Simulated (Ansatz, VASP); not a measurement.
**PbO2 in VASP and in Ansatz**

Contents of INCAR:

```
SYSTEM = PbO2
PREC = Accurate ; ENCUT = 600
EDIFF = 1E-6 ; ISMEAR = 0
SIGMA = 0.01 ; LREAL = .FALSE.
LASPH = .TRUE. ; NELM = 100
ALGO = Normal ; ISIF = 3
LWAVE = .FALSE. ; LCHARG = .FALSE.
GGA = PE ; IBRION = 2
NSW = 100 ; EDIFFG = -0.01
```

KPOINTS

```
Automatic mesh
0
G
  12 12 12
  0 0 0
```

The input POSCAR:

```
PbO2
1.0
    1.7189456660      0.9924337430      4.5306621427
   -1.7189456660      0.9924337430      4.5306621427
    0.0000000000     -1.9848674860      4.5306621427
Pb O
1 2
Direct
    0.0000000000      0.0000000000      0.0000000000
    0.2565400605      0.2565400605      0.2565400605
    0.7434599395      0.7434599395      0.7434599395
```

Input for Ansatz:

```yaml
crystal:
  lattice:
    - [1.718945666, 0.992433743, 4.5306621427]
    - [-1.718945666, 0.992433743, 4.5306621427]
    - [0.0, -1.984867486, 4.5306621427]
  atoms:
    - { symbol: Pb, position: [0.0, 0.0, 0.0] }
    - { symbol: O, position: [0.2565400605, 0.2565400605, 0.2565400605] }
    - { symbol: O, position: [0.7434599395, 0.7434599395, 0.7434599395] }
basis:
  ecutwfc: 420
kpoints:
  mp_grid: { grid: [12, 12, 12] }
hamiltonian:
  xc: pbe
scf:
  occupations: { method: gaussian, width: 0.01 }
output:
  forces: true
  stress: true
  eigenvalues: true
  write_density: true
  write_potential: true
  elf: true
  volumetric_format: npy
relax:
  adjacent_minimum: "off"
  f_tol: 0.01
  max_steps: 80
  cell: { stress_tol: 0.05 }
```

Change from the starting cell: ordered vacancies on the cation sites of rock salt (R-3m, No. 166).

Alike in both runs: task relaxation of cell and atoms; functional PBE; k mesh 12 × 12 × 12; occupations gaussian, width 0.01 eV; no spin polarisation.

|  | VASP | Ansatz |
| --- | --- | --- |
| version | VASP 6.6.1 | Ansatz 0.2.0 |
| potentials or method | VASP PAW PBE potentials, release 64 (Pb_d, O), cutoff 600 eV | scalar-relativistic, plane waves, PAW |
| valence electrons in the cell | 26 | 26 |

|  | VASP | Ansatz | Ansatz less VASP |
| --- | --- | --- | --- |
| relaxed volume (Å³/atom) | 14.90 | 15.27 | +0.375 |
| relaxed cell length with the largest relative difference (Å) | 4.747 | 4.880 | +0.1330 |

Spin-orbit coupling is off throughout.
